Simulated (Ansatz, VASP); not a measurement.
**SiO2 in VASP and in Ansatz**

INCAR

```
SYSTEM = SiO2
ALGO = Normal ; EDIFF = 1E-7
ENCUT = 520 ; GGA = PE
ISIF = 2 ; ISMEAR = -1
LASPH = .True. ; LCHARG = .False.
LREAL = .False. ; LWAVE = .False.
NBANDS = 25 ; NELM = 60
PREC = Accurate ; SIGMA = 0.03
```

File KPOINTS:

```
k-points
0
Gamma
  6 6 9
  0 0 0
```

Contents of POSCAR:

```
SiO2
1.0
    4.1801000000      0.0000000000      0.0000000000
    0.0000000000      4.1801000000      0.0000000000
    0.0000000000      0.0000000000      2.6411220000
Si O
2 4
Direct
    0.0000000000      0.0000000000      0.0000000000
    0.5000000000      0.5000000000      0.5000000000
    0.3067000000      0.3067000000      0.0000000000
    0.1933000000      0.8067000000      0.5000000000
    0.6933000000      0.6933000000      0.0000000000
    0.8067000000      0.1933000000      0.5000000000
```

Input for Ansatz:

```yaml
crystal:
  lattice:
    - [4.1801, 0.0, 0.0]
    - [0.0, 4.1801, 0.0]
    - [0.0, 0.0, 2.641122]
  atoms:
    - { symbol: Si, position: [0.0, 0.0, 0.0] }
    - { symbol: Si, position: [0.5, 0.5, 0.5] }
    - { symbol: O, position: [0.3067, 0.3067, 0.0] }
    - { symbol: O, position: [0.1933, 0.8067, 0.5] }
    - { symbol: O, position: [0.6933, 0.6933, 0.0] }
    - { symbol: O, position: [0.8067, 0.1933, 0.5] }
kpoints:
  mp_grid: { grid: [6, 6, 9] }
  band_path:
    path:
      - [0.0, 0.0, 0.0]
      - [0.0, 0.5, 0.0]
      - [0.5, 0.5, 0.0]
      - [0.0, 0.0, 0.0]
      - [0.0, 0.0, 0.5]
      - [0.0, 0.5, 0.5]
      - [0.5, 0.5, 0.5]
      - [0.0, 0.0, 0.5]
      - [0.0, 0.5, 0.0]
    npoints: 5
scf:
  occupations: { method: fermi_dirac, width: 0.03 }
hamiltonian:
  xc: pbe
  pseudopotentials: { kind: all_electron, lapw: { basis_error: 0.001 } }
output:
  forces: true
  stress: true
  eigenvalues: true
```

Change from the starting cell: zz strain of -1 %.

Alike in both runs: task single point; functional PBE; k mesh 6 × 6 × 9; occupations fermi-dirac, width 0.03 eV; no spin polarisation.

|  | VASP | Ansatz |
| --- | --- | --- |
| version | VASP 6.6.1 | Ansatz 0.2.0 |
| potentials or method | VASP PAW PBE potentials, release 64 (Si, O), cutoff 520 eV | all-electron LAPW, scalar-relativistic |

Ansatz gave:

```
gap on the k mesh at the Fermi level (eV)                     : 5.86
pressure (GPa)                                                : 14.9
traceless stress, the component that is largest in VASP (GPa) : 4.22
rms of the force components (eV/Å)                            : 0.114
```

Question: Estimate VASP's values.

Answer: gap on the k mesh at the Fermi level (eV): 5.84; pressure (GPa): 15.1; traceless stress, the component that is largest in VASP (GPa): 4.72; rms of the force components (eV/Å): 0.126.

Atom by atom the forces differ by 0.012 eV/Å (rms over components). Ansatz ran all-electron here, and VASP with PAW potentials.
